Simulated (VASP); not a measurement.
# GaAs3N4 (P-43m) in VASP: a series of runs

The runs below take GaAs3N4 through single point, relaxation of cell and atoms, with r2SCAN+rVV10.

Everything below comes from runs of VASP 6.6.1. Logs are shortened: lines on timing, memory, paths and dates and some standing lists are left out, and cuts for length are marked.

**1. The cell of the first run**

Symmetry: P-43m, No. 215, cubic system. Conventional cell: a = 5.320 Å, b = 5.320 Å, c = 5.320 Å, α = 90.00°, β = 90.00°, γ = 90.00°. Within 2.7 Å of Ga (site symmetry -43m) lie 4 N at 1.93 Å and 6 As at 2.66 Å. Within 2.9 Å of As (site symmetry -42m) lie 4 N at 2.21 Å and 2 Ga at 2.66 Å. Within 2.6 Å of N (site symmetry 3m) lie 1 Ga at 1.93 Å and 3 As at 2.21 Å.

**2. Single point, r2SCAN+rVV10**

POSCAR reads:

```
GaAs3N4
1.0
    5.3198031522      0.0000000000      0.0000000000
    0.0000000000      5.3198031522      0.0000000000
    0.0000000000      0.0000000000      5.3198031522
Ga As N
1 3 4
Direct
    0.0000000000      0.0000000000      0.0000000000
    0.0000000000      0.5000000000      0.0000000000
    0.0000000000      0.0000000000      0.5000000000
    0.5000000000      0.0000000000      0.0000000000
    0.7903113053      0.2096886947      0.7903113053
    0.2096886947      0.7903113053      0.7903113053
    0.7903113053      0.7903113053      0.2096886947
    0.2096886947      0.2096886947      0.2096886947
```

INCAR.step1 reads:

```
SYSTEM = GaAs3N4
PREC = Accurate
ENCUT = 660
ISMEAR = -1
SIGMA = 0.03
LREAL = .False.
LASPH = .True.
NELM = 120
NBANDS = 49
GGA = PE
ALGO = Normal
EDIFF = 1E-5
LWAVE = .True.
LCHARG = .False.
GGA_COMPAT = .False.
```

INCAR.step2 reads:

```
SYSTEM = GaAs3N4
PREC = Accurate
ENCUT = 660
EDIFF = 1E-6
ISMEAR = -1
SIGMA = 0.03
LREAL = .False.
LASPH = .True.
NELM = 120
ALGO = Normal
ISIF = 2
LWAVE = .False.
LCHARG = .True.
METAGGA = R2SCAN
LMIXTAU = .True.
LUSE_VDW = .True.
IVDW_NL = 2
BPARAM = 11.95
CPARAM = 0.0093
LELF = .True.
LVHAR = .True.
NBANDS = 49
ISTART = 1
GGA_COMPAT = .False.
```

KPOINTS reads:

```
regular mesh
0
Gamma
  4 4 4
  0 0 0
```

Potentials or basis: VASP PAW PBE potentials, release 64 (Ga_d, As_d, N).

Started as:

```console
> cat potpaw_PBE.64/Ga_d/POTCAR potpaw_PBE.64/As_d/POTCAR potpaw_PBE.64/N/POTCAR > POTCAR
> cp INCAR.step1 INCAR
> mpirun -np 1 vasp_std > vasp.out
> cp INCAR.step2 INCAR
> mpirun -np 1 vasp_std > vasp.out
```

OUTCAR:

```text
SYSTEM = GaAs3N4
   PREC = Accurate
   ENCUT = 660
   EDIFF = 1E-6
   ISMEAR = -1
   LREAL = .False.
   LASPH = .True.
   NELM = 120
   ISIF = 2
   METAGGA = R2SCAN
   IVDW_NL = 2
   BPARAM = 11.95
   ISTART = 1

 ion  position               nearest neighbor table
   1  0.000  0.000  0.000-   5 1.93   6 1.93   7 1.93   8 1.93   3 2.66   4 2.66   2 2.66   3 2.66
                             2 2.66   4 2.66
   2  0.000  0.500  0.000-   5 2.21   6 2.21   7 2.21   8 2.21   1 2.66   1 2.66
   3  0.000  0.000  0.500-   5 2.21   6 2.21   7 2.21   8 2.21   1 2.66   1 2.66
   4  0.500  0.000  0.000-   5 2.21   6 2.21   7 2.21   8 2.21   1 2.66   1 2.66
   5  0.790  0.210  0.790-   1 1.93   2 2.21   3 2.21   4 2.21
   6  0.210  0.790  0.790-   1 1.93   2 2.21   3 2.21   4 2.21
   7  0.790  0.790  0.210-   1 1.93   2 2.21   3 2.21   4 2.21
   8  0.210  0.210  0.210-   1 1.93   2 2.21   3 2.21   4 2.21

  LATTYP: Found a simple cubic cell.
 ALAT       =     5.3198031522

  Lattice vectors:

 A1 = (   5.3198031522,   0.0000000000,   0.0000000000)
 A2 = (   0.0000000000,   5.3198031522,   0.0000000000)
 A3 = (   0.0000000000,   0.0000000000,   5.3198031522)

Analysis of symmetry for initial positions (statically):
=====================================================================
 Subroutine PRICEL returns:
 Original cell was already a primitive cell.

 Routine SETGRP: Setting up the symmetry group for a
 simple cubic supercell.

 Subroutine GETGRP returns: Found 24 space group operations
 (whereof 24 operations were pure point group operations)
 out of a pool of 48 trial point group operations.

The static configuration has the point symmetry T_d .

Analysis of symmetry for dynamics (positions and initial velocities):
=====================================================================
 Subroutine PRICEL returns:
 Original cell was already a primitive cell.

 Routine SETGRP: Setting up the symmetry group for a
 simple cubic supercell.

 Subroutine GETGRP returns: Found 24 space group operations
 (whereof 24 operations were pure point group operations)
 out of a pool of 48 trial point group operations.

The dynamic configuration has the point symmetry T_d .

 Subroutine INISYM returns: Found 24 space group operations
 (whereof 24 operations are pure point group operations),
 and found     1 'primitive' translations

----------------------------------------------------------------------------------------

                                     Primitive cell

  volume of cell :     150.5521

  direct lattice vectors                    reciprocal lattice vectors
     5.319803152  0.000000000  0.000000000     0.187976880  0.000000000  0.000000000
     0.000000000  5.319803152  0.000000000     0.000000000  0.187976880  0.000000000
     0.000000000  0.000000000  5.319803152     0.000000000  0.000000000  0.187976880

  length of vectors
     5.319803152  5.319803152  5.319803152     0.187976880  0.187976880  0.187976880

  position of ions in fractional coordinates (direct lattice)
     0.000000000  0.000000000  0.000000000
     0.000000000  0.500000000  0.000000000
     0.000000000  0.000000000  0.500000000
     0.500000000  0.000000000  0.000000000
     0.790311305  0.209688695  0.790311305
     0.209688695  0.790311305  0.790311305
     0.790311305  0.790311305  0.209688695
     0.209688695  0.209688695  0.209688695

  ion indices of the primitive-cell ions
   primitive index   ion index
                 1           1
                 2           2
                 3           3
                 4           4
                 5           5
                 6           6
                 7           7
                 8           8

----------------------------------------------------------------------------------------

 KPOINTS: regular mesh

Automatic generation of k-mesh.
 Grid dimensions read from file:
 generate k-points for:    4    4    4

 Generating k-lattice:

  Cartesian coordinates                     Fractional coordinates (reciprocal lattice)
     0.046994220  0.000000000  0.000000000     0.250000000  0.000000000  0.000000000
     0.000000000  0.046994220  0.000000000     0.000000000  0.250000000  0.000000000
     0.000000000  0.000000000  0.046994220     0.000000000  0.000000000  0.250000000

  Length of vectors
     0.046994220  0.046994220  0.046994220

  Shift w.r.t. Gamma in fractional coordinates (k-lattice)
     0.000000000  0.000000000  0.000000000

 Subroutine IBZKPT returns following result:
 ===========================================

 Found     10 irreducible k-points:

 Following reciprocal coordinates:
            Coordinates               Weight
  0.000000  0.000000  0.000000      1.000000
  0.250000  0.000000  0.000000      6.000000
  0.500000  0.000000  0.000000      3.000000
  0.250000  0.250000  0.000000     12.000000
  0.500000  0.250000  0.000000     12.000000
  0.500000  0.500000  0.000000      3.000000
  0.250000  0.250000  0.250000      8.000000
  0.500000  0.250000  0.250000     12.000000
  0.500000  0.500000  0.250000      6.000000
  0.500000  0.500000  0.500000      1.000000
   k-points           NKPTS =     10   k-points in BZ     NKDIM =     10   number of bands    NBANDS=     49
   number of dos      NEDOS =    301   number of ions     NIONS =      8
   total plane-waves  NPLWV = 110592
   dimension x,y,z NGX =    48 NGY =   48 NGZ =   48
   dimension x,y,z NGXF=    96 NGYF=   96 NGZF=   96
   ions per type =               1   3   4
   NGX,Y,Z   is equivalent  to a cutoff of  15.00, 15.00, 15.00 a.u.
   NGXF,Y,Z  is equivalent  to a cutoff of  30.00, 30.00, 30.00 a.u.
 SYSTEM =  GaAs3N4
   PREC   = accura    normal or accurate (medium, high low for compatibility)
   ISTART =      1    job   : 0-new  1-cont  2-samecut
   ICHARG =      0    charge: 1-file 2-atom 10-const
   ISPIN  =      1    spin polarized calculation?
   LNONCOLLINEAR =      F non collinear calculations
   LSORBIT =      F    spin-orbit coupling
   LASPH  =      T    aspherical Exc in radial PAW
   ENCUT  =  660.0 eV  48.51 Ry    6.96 a.u.  11.14 11.14 11.14*2*pi/ulx,y,z
   NELM   =    120;   NELMIN=  2; NELMDL=  0     # of ELM steps
   EDIFF  = 0.1E-05   stopping-criterion for ELM
   LREAL  =      F    real-space projection
   EDIFFG = 0.1E-04   stopping-criterion for IOM
   NSW    =      0    number of steps for IOM
   IBRION =     -1    ionic relax: 0-MD 1-quasi-New 2-CG
   NFREE  =      0    steps in history (QN), initial steepest desc. (CG)
   ISIF   =      2    stress and relaxation
   ISYM   =      2    0-nonsym 1-usesym 2-fastsym
   POTIM  = 0.5000    time-step for ionic-motion
   TEBEG  =    0.0;   TEEND  =   0.0 temperature during run
   PSTRESS=    0.0 pullay stress
   NELECT =      78.0000    total number of electrons
   NUPDOWN=      -1.0000    fix difference up-down
   EMIN   =  10.00;   EMAX   =-10.00  energy-range for DOS
   EFERMI =   0.00;   METHOD = LEGACY
   ISMEAR =    -1;   SIGMA  =   0.03  broadening in eV -4-tet -1-fermi 0-gaus
   EFERMI_NEDOS =   21; number of points for ismear=-14 and -15
   IALGO  =     38    algorithm
   IMIX   =      4    mixing-type and parameters
     AMIX     =   0.40;   BMIX     =  1.00
     AMIX_MAG =   1.60;   BMIX_MAG =  1.00
  volume/ion in A,a.u.               =      18.82       127.00
  Fermi-wavevector in a.u.,A,eV,Ry     =   1.314854  2.484713 23.522304  1.728841
  Thomas-Fermi vector in A             =   2.445078
   LORBIT       =      0    0 simple, 1 ext, 2 COOP (PROOUT), +10 PAW based schemes
   METAGGA = R2SCAN    functional components
   LHFCALC =     F    Hartree Fock is set to
   AEXX    =    0.0000 exact exchange contribution
   IVDW_NL    =     2    kernel type
   BPARAM     =11.9500
   IVDW    =     0    specifies the selected vdW correction
   LEPSILON=     F    determine dielectric tensor
   LRPA    =     F    only Hartree local field effects (RPA)
 non-spin polarized calculation
  energy-cutoff  :      660.00
  volume of cell :      150.55
 maximum number of plane-waves:      5832
 NGX is ok and might be reduce to    48
   NGX = 23   NGY = 23   NGZ = 23

 number of electron      78.0000001 magnetization

 Free energy of the ion-electron system (eV)
  ---------------------------------------------------
  ext. energy  EPLUGINS =         0.00000000
  ---------------------------------------------------
  free energy    TOTEN  =       -79.71656793 eV

  energy without entropy =      -79.70211340  energy(sigma->0) =      -79.70934066

 E-fermi :   1.9924     XC(G=0):  -9.8589

 val. band max:        1.9640947146   @ k =   0.5000   0.0000   0.0000
 cond. band min:       2.0098847281   @ k =   0.2500   0.2500   0.0000
 fundamental gap:      0.0457900135
 Fermi energy:         1.9923719005

 k-point     1 :       0.0000    0.0000    0.0000
  band No.  band energies     occupation
      1     -35.9432      2.00000
      2     -35.9391      2.00000
      3     -35.9391      2.00000
      4     -35.9263      2.00000
      5     -35.9263      2.00000
      6     -35.9263      2.00000
[... 41 lines left out ...]
     48       6.6342      0.00000
     49       6.6342      0.00000

 k-point     2 :       0.2500    0.0000    0.0000
  band No.  band energies     occupation
      1     -35.9426      2.00000
      2     -35.9396      2.00000
      3     -35.9391      2.00000
      4     -35.9263      2.00000
      5     -35.9254      2.00000
      6     -35.9254      2.00000
[... 41 lines left out ...]
     48       6.6039      0.00000
     49       6.8292      0.00000

 k-point     3 :       0.5000    0.0000    0.0000
  band No.  band energies     occupation
      1     -35.9418      2.00000
      2     -35.9403      2.00000
      3     -35.9391      2.00000
      4     -35.9263      2.00000
      5     -35.9238      2.00000
      6     -35.9238      2.00000
[... 41 lines left out ...]
     48       6.6077      0.00000
     49       8.0127      0.00000

 k-point     4 :       0.2500    0.2500    0.0000
  band No.  band energies     occupation
      1     -35.9422      2.00000
      2     -35.9397      2.00000
      3     -35.9394      2.00000
      4     -35.9255      2.00000
      5     -35.9252      2.00000
      6     -35.9247      2.00000
[... 41 lines left out ...]
     48       6.6783      0.00000
     49       7.2834      0.00000

 k-point     5 :       0.5000    0.2500    0.0000
  band No.  band energies     occupation
      1     -35.9414      2.00000
      2     -35.9403      2.00000
      3     -35.9395      2.00000
      4     -35.9254      2.00000
      5     -35.9237      2.00000
      6     -35.9236      2.00000
[... 41 lines left out ...]
     48       6.6512      0.00000
     49       8.0156      0.00000

 k-point     6 :       0.5000    0.5000    0.0000
  band No.  band energies     occupation
      1     -35.9405      2.00000
      2     -35.9403      2.00000
      3     -35.9403      2.00000
      4     -35.9238      2.00000
      5     -35.9237      2.00000
      6     -35.9237      2.00000
[... 41 lines left out ...]
     48       6.4646      0.00000
     49       8.0135      0.00000

 k-point     7 :       0.2500    0.2500    0.2500
  band No.  band energies     occupation
      1     -35.9418      2.00000
      2     -35.9397      2.00000
      3     -35.9397      2.00000
      4     -35.9250      2.00000
      5     -35.9246      2.00000
      6     -35.9246      2.00000
[... 41 lines left out ...]
     48       6.5277      0.00000
     49       7.4348      0.00000

 k-point     8 :       0.5000    0.2500    0.2500
  band No.  band energies     occupation
      1     -35.9411      2.00000
      2     -35.9403      2.00000
      3     -35.9398      2.00000
      4     -35.9248      2.00000
      5     -35.9237      2.00000
      6     -35.9235      2.00000
[... 41 lines left out ...]
     48       6.5710      0.00000
     49       7.6388      0.00000

 k-point     9 :       0.5000    0.5000    0.2500
  band No.  band energies     occupation
      1     -35.9405      2.00000
      2     -35.9404      2.00000
      3     -35.9404      2.00000
      4     -35.9237      2.00000
      5     -35.9237      2.00000
      6     -35.9237      2.00000
[... 41 lines left out ...]
     48       6.4945      0.00000
     49       7.3594      0.00000

 k-point    10 :       0.5000    0.5000    0.5000
  band No.  band energies     occupation
      1     -35.9405      2.00000
      2     -35.9405      2.00000
      3     -35.9405      2.00000
      4     -35.9236      2.00000
      5     -35.9236      2.00000
      6     -35.9236      2.00000
[... 41 lines left out ...]
     48       6.5101      0.00000
     49       6.8018      0.00000

------------------------ aborting loop because EDIFF is reached ----------------------------------------

  FORCE on cell =-STRESS in cart. coord.  units (eV):
  Direction    XX          YY          ZZ          XY          YZ          ZX
  --------------------------------------------------------------------------------------
  -------------------------------------------------------------------------------------
  Total        0.0913381      0.0913381      0.0913381      0.0000000      0.0000000     -0.0000000
  in kB        0.9720210      0.9720210      0.9720210      0.0000000      0.0000000     -0.0000000
  external PRESSURE =       0.9720210 kB  Pullay stress =       0.0000000 kB

 VOLUME and BASIS-vectors are now :
 -----------------------------------------------------------------------------
  energy-cutoff  :      660.00
  volume of cell :      150.55
      direct lattice vectors                 reciprocal lattice vectors
     5.319803152  0.000000000  0.000000000     0.187976880  0.000000000  0.000000000
     0.000000000  5.319803152  0.000000000     0.000000000  0.187976880  0.000000000
     0.000000000  0.000000000  5.319803152     0.000000000  0.000000000  0.187976880

 POSITION                                       TOTAL-FORCE (eV/Angst)
 -----------------------------------------------------------------------------------
      0.00000      0.00000      0.00000        -0.000000      0.000000      0.000000
      0.00000      2.65990      0.00000         0.000000      0.000000      0.000000
      0.00000      0.00000      2.65990         0.000000      0.000000      0.000000
      2.65990      0.00000      0.00000         0.000000      0.000000     -0.000000
      4.20430      1.11550      4.20430        -0.042500      0.042500     -0.042500
      1.11550      4.20430      4.20430         0.042500     -0.042500     -0.042500
      4.20430      4.20430      1.11550        -0.042500     -0.042500      0.042500
      1.11550      1.11550      1.11550         0.042500      0.042500      0.042500
 -----------------------------------------------------------------------------------
    total drift:                               -0.000000     -0.000000      0.000000

  FREE ENERGIE OF THE ION-ELECTRON SYSTEM (eV)
  ---------------------------------------------------
  free  energy   TOTEN  =       -79.7165679283 eV

  energy  without entropy=      -79.7021133971  energy(sigma->0) =      -79.70934066
```

It took 6.5 min on 1 thread of AMD EPYC 9R45 (Zen 5), shared host; peak memory 0.77 GiB.

Results:

| Item | Value |
| --- | --- |
| Free energy | -79.7166 eV |
| Pressure | 0.1 GPa |
| Largest force | 0.074 eV/Å |
| Band gap on the k mesh | zero (bands 39 and 40 overlap by 0.54 eV) |

Forces on the atoms (eV/Å):
```
Ga   0.000  0.000  0.000
As   0.000  0.000  0.000
As   0.000  0.000  0.000
As   0.000  0.000  0.000
N   -0.043  0.043 -0.043
N    0.043 -0.043 -0.043
N   -0.043 -0.043  0.043
N    0.043  0.043  0.043
```

Caveat: semilocal functionals underestimate gaps, so a narrow gap can read as zero; the PAW data sets were made with another functional, which shifts forces and pressure a little.

**3. Relaxation of cell and atoms, r2SCAN+rVV10**

This run uses another cell than the first one, of 18.75 Å³/atom.

POSCAR reads:

```
GaAs3N4
1.0
    5.3136706329      0.0000000000      0.0000000000
    0.0000000000      5.3136706329      0.0000000000
    0.0000000000      0.0000000000      5.3136706329
Ga As N
1 3 4
Direct
    0.0000000000      0.0000000000      0.0000000000
    0.0000000000      0.5000000000      0.0000000000
    0.0000000000      0.0000000000      0.5000000000
    0.5000000000      0.0000000000      0.0000000000
    0.7899562214      0.2100437786      0.7899562214
    0.2100437786      0.7899562214      0.7899562214
    0.7899562214      0.7899562214      0.2100437786
    0.2100437786      0.2100437786      0.2100437786
```

INCAR.step1 reads:

```
  PREC = Accurate
  ENCUT = 600
  ISMEAR = -1
  SIGMA = 0.03
  LREAL = False
  LASPH = True
  NELM = 100
  GGA = PE
  ALGO = Normal
  EDIFF = 1E-4
  LWAVE = True
  LCHARG = False
```

INCAR.step2 reads:

```
  PREC = Accurate
  ENCUT = 600
  EDIFF = 1E-6
  ISMEAR = -1
  SIGMA = 0.03
  LREAL = False
  LASPH = True
  NELM = 100
  ALGO = Normal
  ISIF = 3
  LWAVE = False
  LCHARG = False
  METAGGA = R2SCAN
  LMIXTAU = True
  LUSE_VDW = True
  IVDW_NL = 2
  BPARAM = 11.95
  CPARAM = 0.0093
  IBRION = 2
  NSW = 100
  EDIFFG = -0.01
  ISTART = 1
```

KPOINTS reads:

```
Automatic mesh
0
Gamma
  4 4 4
```

Potentials or basis: VASP PAW PBE potentials, release 64 (Ga_d, As, N).

Started as:

```console
> cat potpaw_PBE.64/Ga_d/POTCAR potpaw_PBE.64/As/POTCAR potpaw_PBE.64/N/POTCAR > POTCAR
> cp INCAR.step1 INCAR
> mpirun -np 1 vasp_std > vasp.out
> cp INCAR.step2 INCAR
> mpirun -np 1 vasp_std > vasp.out
```

Wall time 22 min (1 thread of Oxide Virtual Turin-like, shared host); peak memory 0.54 GiB.

Results (log left out):

- Free energy: -80.5606 eV
- Relaxed volume: 18.83 Å³/atom
- Relaxed cell: a = 5.321 Å, b = 5.321 Å, c = 5.321 Å, α = 90.00°, β = 90.00°, γ = 90.00°
- Space group after relaxing (to 0.1 Å): P-43m (No. 215)
- Energy gained by relaxing: 0.1 meV/atom
- Ionic steps: 3
- Pressure after relaxing: 0.1 GPa
- Largest force after relaxing: 0.006 eV/Å
- Band gap on the k mesh: zero (bands 24 and 25 overlap by 0.54 eV)

Forces on the atoms (eV/Å):
```
Ga   0.000  0.000  0.000
As   0.000  0.000  0.000
As   0.000  0.000  0.000
As   0.000  0.000  0.000
N    0.003 -0.003  0.003
N   -0.003  0.003  0.003
N    0.003  0.003 -0.003
N   -0.003 -0.003 -0.003
```

The path:
```csv
step,energy change (eV),largest force (eV/Å),pressure (GPa),volume (Å³)
1,0.0000,0.0478,0.49,150.03
2,-0.0004,0.0657,-0.12,151.27
3,-0.0011,0.0057,0.07,150.63
```

Final structure:
```yaml
crystal:
  lattice:
    - [5.32074, 0.00000, 0.00000]
    - [0.00000, 5.32074, 0.00000]
    - [0.00000, 0.00000, 5.32074]
  atoms:
    - { symbol: Ga, position: [0.00000, 0.00000, 0.00000] }
    - { symbol: As, position: [0.00000, 0.50000, 0.00000] }
    - { symbol: As, position: [0.00000, 0.00000, 0.50000] }
    - { symbol: As, position: [0.50000, 0.00000, 0.00000] }
    - { symbol: N, position: [0.78983, 0.21017, 0.78983] }
    - { symbol: N, position: [0.21017, 0.78983, 0.78983] }
    - { symbol: N, position: [0.78983, 0.78983, 0.21017] }
    - { symbol: N, position: [0.21017, 0.21017, 0.21017] }
```

Levels at points of the mesh, in eV from the Fermi level:
| k point | band 22 | band 23 | band 24 | band 25 | band 26 | band 27 |
| --- | --- | --- | --- | --- | --- | --- |
| (0.00, 0.00, 0.00) | -2.29 | -0.48 | -0.48 | -0.48 | 0.48 | 0.48 |
| (0.50, 0.00, 0.00) | -2.26 | -0.79 | -0.03 | 0.88 | 1.22 | 1.22 |
| (0.50, 0.50, 0.00) | -1.46 | -1.46 | -1.07 | 0.72 | 1.89 | 1.89 |
| (0.50, 0.50, 0.50) | -2.02 | -2.02 | -2.02 | 1.98 | 1.98 | 1.98 |

Caveat: semilocal functionals underestimate gaps, so a narrow gap can read as zero; the PAW data sets were made with another functional, which shifts forces and pressure a little.
